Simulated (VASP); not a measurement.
# K3Ca (Im-3m) in VASP: single point with PBE

Aim: the single point of K3Ca with PBE.

Program: VASP 6.6.1. These are calculated values, not measurements. Logs are shortened: lines on timing, memory, paths and dates and some standing lists are left out, and cuts for length are marked.

## (1) The cell of the first run

The structure is cubic, space group Im-3m (No. 229). The conventional cell has a = 6.466 Å, b = 6.466 Å, c = 6.466 Å, α = 90.00°, β = 90.00°, γ = 90.00°. Within 4.3 Å of K (site symmetry 4/mmm) lie 4 K at 3.23 Å and 2 Ca at 3.23 Å. Ca (site symmetry m-3m) has 6 K at 3.23 Å within 4.3 Å.

## (2) Single point, PBE

Contents of INCAR:

```
SYSTEM = K3Ca
PREC     = Accurate       ! precision mode
ENCUT    = 520            ! plane-wave cutoff, eV
EDIFF    = 1E-7           ! SCF threshold, eV
ISMEAR   = 0              ! smearing method
SIGMA    = 0.1            ! smearing width, eV
LREAL    = .False.        ! projectors in reciprocal space
LASPH    = .True.         ! aspherical terms in the spheres
NELM     = 100            ! most SCF steps
ALGO     = Normal         ! electronic algorithm
ISIF     = 2              ! what is computed and relaxed
LWAVE    = .False.        ! write WAVECAR
LCHARG   = .True.         ! write CHGCAR
GGA      = PE             ! functional
LELF     = .True.         ! ELF
LVHAR    = .True.       
NBANDS   = 26             ! bands
```

Contents of KPOINTS:

```
Automatic mesh
0
Gamma
  4 4 4
  0 0 0
```

Contents of POSCAR:

```
K3Ca
1.0
   -3.2330928900      3.2330928900      3.2330928900
    3.2330928900     -3.2330928900      3.2330928900
    3.2330928900      3.2330928900     -3.2330928900
K Ca
3 1
Direct
    0.0000000000      0.5000000000      0.5000000000
    0.5000000000      0.0000000000      0.5000000000
    0.5000000000      0.5000000000      0.0000000000
    0.0000000000      0.0000000000      0.0000000000
```

Potentials or basis: VASP PAW PBE potentials, release 64 (K_sv, Ca_sv).

On the command line:

```console
> cat potpaw_PBE.64/K_sv/POTCAR potpaw_PBE.64/Ca_sv/POTCAR > POTCAR
> mpirun -np 1 vasp_std > vasp.out
```

OUTCAR:

```text
SYSTEM = K3Ca
   PREC = Accurate
   ENCUT = 520
   EDIFF = 1E-7
   ISMEAR = 0
   LREAL = .False.
   LASPH = .True.
   NELM = 100
   ISIF = 2
   GGA = PE

 ion  position               nearest neighbor table
   1  0.000  0.500  0.500-   2 3.23   3 3.23   4 3.23   4 3.23   3 3.23   2 3.23
   2  0.500  0.000  0.500-   1 3.23   3 3.23   4 3.23   3 3.23   4 3.23   1 3.23
   3  0.500  0.500  0.000-   1 3.23   2 3.23   4 3.23   2 3.23   1 3.23   4 3.23
   4  0.000  0.000  0.000-   1 3.23   2 3.23   3 3.23   1 3.23   2 3.23   3 3.23

  LATTYP: Found a body centered cubic cell.
 ALAT       =     6.4661857800

  Lattice vectors:

 A1 = (  -3.2330928900,   3.2330928900,   3.2330928900)
 A2 = (   3.2330928900,  -3.2330928900,   3.2330928900)
 A3 = (   3.2330928900,   3.2330928900,  -3.2330928900)

Analysis of symmetry for initial positions (statically):
=====================================================================
 Subroutine PRICEL returns:
 Original cell was already a primitive cell.

 Routine SETGRP: Setting up the symmetry group for a
 body centered cubic supercell.

 Subroutine GETGRP returns: Found 48 space group operations
 (whereof 48 operations were pure point group operations)
 out of a pool of 48 trial point group operations.

The static configuration has the point symmetry O_h .

Analysis of symmetry for dynamics (positions and initial velocities):
=====================================================================
 Subroutine PRICEL returns:
 Original cell was already a primitive cell.

 Routine SETGRP: Setting up the symmetry group for a
 body centered cubic supercell.

 Subroutine GETGRP returns: Found 48 space group operations
 (whereof 48 operations were pure point group operations)
 out of a pool of 48 trial point group operations.

The dynamic configuration has the point symmetry O_h .

 Subroutine INISYM returns: Found 48 space group operations
 (whereof 48 operations are pure point group operations),
 and found     1 'primitive' translations

----------------------------------------------------------------------------------------

                                     Primitive cell

  volume of cell :     135.1807

  direct lattice vectors                    reciprocal lattice vectors
    -3.233092890  3.233092890  3.233092890     0.000000000  0.154650676  0.154650676
     3.233092890 -3.233092890  3.233092890     0.154650676  0.000000000  0.154650676
[... 72 lines left out ...]
   EDIFF  = 0.1E-06   stopping-criterion for ELM
   LREAL  =      F    real-space projection
   EDIFFG = 0.1E-05   stopping-criterion for IOM
   NSW    =      0    number of steps for IOM
   IBRION =     -1    ionic relax: 0-MD 1-quasi-New 2-CG
   NFREE  =      0    steps in history (QN), initial steepest desc. (CG)
   ISIF   =      2    stress and relaxation
   ISYM   =      2    0-nonsym 1-usesym 2-fastsym
   POTIM  = 0.5000    time-step for ionic-motion
   TEBEG  =    0.0;   TEEND  =   0.0 temperature during run
   PSTRESS=    0.0 pullay stress
   NELECT =      37.0000    total number of electrons
   NUPDOWN=      -1.0000    fix difference up-down
   EMIN   =  10.00;   EMAX   =-10.00  energy-range for DOS
   EFERMI =   0.00;   METHOD = LEGACY
   ISMEAR =     0;   SIGMA  =   0.10  broadening in eV -4-tet -1-fermi 0-gaus
   EFERMI_NEDOS =   21; number of points for ismear=-14 and -15
   IALGO  =     38    algorithm
   IMIX   =      4    mixing-type and parameters
     AMIX     =   0.40;   BMIX     =  1.00
     AMIX_MAG =   1.60;   BMIX_MAG =  1.00
  volume/ion in A,a.u.               =      33.80       228.06
  Fermi-wavevector in a.u.,A,eV,Ry     =   1.062928  2.008643 15.372082  1.129816
  Thomas-Fermi vector in A             =   2.198396
   LORBIT       =      0    0 simple, 1 ext, 2 COOP (PROOUT), +10 PAW based schemes
   GGA     = PE    functional components
   LHFCALC =     F    Hartree Fock is set to
   AEXX    =    0.0000 exact exchange contribution
   IVDW    =     0    specifies the selected vdW correction
   LEPSILON=     F    determine dielectric tensor
   LRPA    =     F    only Hartree local field effects (RPA)
 non-spin polarized calculation
 Gauss-broadening in eV      SIGMA  =   0.10
  energy-cutoff  :      520.00
  volume of cell :      135.18
 maximum number of plane-waves:      3658
 NGX is ok and might be reduce to    42
   NGX = 21   NGY = 21   NGZ = 21

 number of electron      37.0000007 magnetization

 Free energy of the ion-electron system (eV)
  ---------------------------------------------------
  ext. energy  EPLUGINS =         0.00000000
  ---------------------------------------------------
  free energy    TOTEN  =        -1.40852789 eV

  energy without entropy =       -1.38678721  energy(sigma->0) =       -1.39765755

 E-fermi :   2.2607     XC(G=0):  -8.0764

 val. band max:        2.2425930961   @ k =   0.2500   0.0000   0.0000
 cond. band min:       2.3185316975   @ k =   0.2500   0.0000   0.0000
 fundamental gap:      0.0759386014
 Fermi energy:         2.2607258574

 k-point     1 :       0.0000    0.0000    0.0000
  band No.  band energies     occupation
      1     -40.0470      2.00000
      2     -29.6994      2.00000
      3     -29.5241      2.00000
      4     -29.5241      2.00000
      5     -21.0865      2.00000
      6     -21.0865      2.00000
[... 221 lines left out ...]
     25       3.4759      0.00000
     26       4.8744      0.00000

------------------------ aborting loop because EDIFF is reached ----------------------------------------

  FORCE on cell =-STRESS in cart. coord.  units (eV):
  Direction    XX          YY          ZZ          XY          YZ          ZX
  --------------------------------------------------------------------------------------
  -------------------------------------------------------------------------------------
  Total        7.9195674      7.9195674      7.9195674      0.0000000      0.0000000     -0.0000000
  in kB       93.8636637     93.8636637     93.8636637      0.0000000      0.0000000     -0.0000000
  external PRESSURE =      93.8636637 kB  Pullay stress =       0.0000000 kB

 VOLUME and BASIS-vectors are now :
 -----------------------------------------------------------------------------
  energy-cutoff  :      520.00
  volume of cell :      135.18
      direct lattice vectors                 reciprocal lattice vectors
    -3.233092890  3.233092890  3.233092890     0.000000000  0.154650676  0.154650676
     3.233092890 -3.233092890  3.233092890     0.154650676  0.000000000  0.154650676
     3.233092890  3.233092890 -3.233092890     0.154650676  0.154650676  0.000000000

 POSITION                                       TOTAL-FORCE (eV/Angst)
 -----------------------------------------------------------------------------------
      3.23309      0.00000      0.00000         0.000000      0.000000      0.000000
      0.00000      3.23309      0.00000        -0.000000     -0.000000      0.000000
      0.00000      0.00000      3.23309         0.000000     -0.000000     -0.000000
      0.00000      0.00000      0.00000        -0.000000     -0.000000     -0.000000
 -----------------------------------------------------------------------------------
    total drift:                               -0.000000      0.000000      0.000000

  FREE ENERGIE OF THE ION-ELECTRON SYSTEM (eV)
  ---------------------------------------------------
  free  energy   TOTEN  =        -1.4085278931 eV

  energy  without entropy=       -1.3867872120  energy(sigma->0) =       -1.39765755
```

OSZICAR:

```text
N       E                     dE             d eps       ncg     rms          rms(c)
DAV:   1     0.333858235673E+03    0.33386E+03   -0.17307E+04   416   0.128E+03
DAV:   2     0.206036238081E+02   -0.31325E+03   -0.30779E+03   470   0.387E+02
DAV:   3    -0.406475368028E+00   -0.21010E+02   -0.20531E+02   688   0.789E+01
DAV:   4    -0.154207334432E+01   -0.11356E+01   -0.11273E+01   598   0.159E+01
DAV:   5    -0.159822830043E+01   -0.56155E-01   -0.56110E-01   632   0.255E+00    0.919E+00
DAV:   6    -0.143015072682E+01    0.16808E+00   -0.48227E-01   532   0.300E+00    0.676E+00
DAV:   7    -0.141132989820E+01    0.18821E-01   -0.26885E-01   652   0.203E+00    0.153E+00
DAV:   8    -0.140858151344E+01    0.27484E-02   -0.31614E-02   514   0.107E+00    0.211E-01
DAV:   9    -0.140854637000E+01    0.35143E-04   -0.22789E-03   638   0.243E-01    0.803E-02
DAV:  10    -0.140852867736E+01    0.17693E-04   -0.33012E-04   508   0.115E-01    0.271E-02
DAV:  11    -0.140853015135E+01   -0.14740E-05   -0.33071E-05   640   0.297E-02    0.875E-03
DAV:  12    -0.140852816463E+01    0.19867E-05   -0.23813E-06   552   0.846E-03    0.364E-03
DAV:  13    -0.140852805279E+01    0.11183E-06   -0.48233E-07   542   0.425E-03    0.369E-03
DAV:  14    -0.140852787694E+01    0.17586E-06   -0.45074E-08   344   0.158E-03    0.256E-04
DAV:  15    -0.140852789306E+01   -0.16121E-07   -0.46021E-09   274   0.470E-04
   1 F= -.14085279E+01 E0= -.13976576E+01  d E =-.217407E-01
```

Run time: 46 s. Hardware: 1 thread of Intel Xeon Platinum 8488C (Sapphire Rapids), shared host; peak memory 0.25 GiB.

What came out:

| Quantity | Value |
| --- | --- |
| Free energy | -1.4085 eV |
| Pressure | 9.4 GPa |

Levels at points of the mesh, in eV from the Fermi level:
```tsv
k point	band 16	band 17	band 18	band 19	band 20	band 21
(0.00, 0.00, 0.00)	-14.93	-3.25	-0.27	-0.27	-0.27	1.42
(0.50, 0.00, 0.00)	-14.94	-1.40	-1.02	0.29	0.60	1.58
(0.50, 0.50, 0.50)	-14.93	-0.57	0.44	0.44	0.67	0.67
```
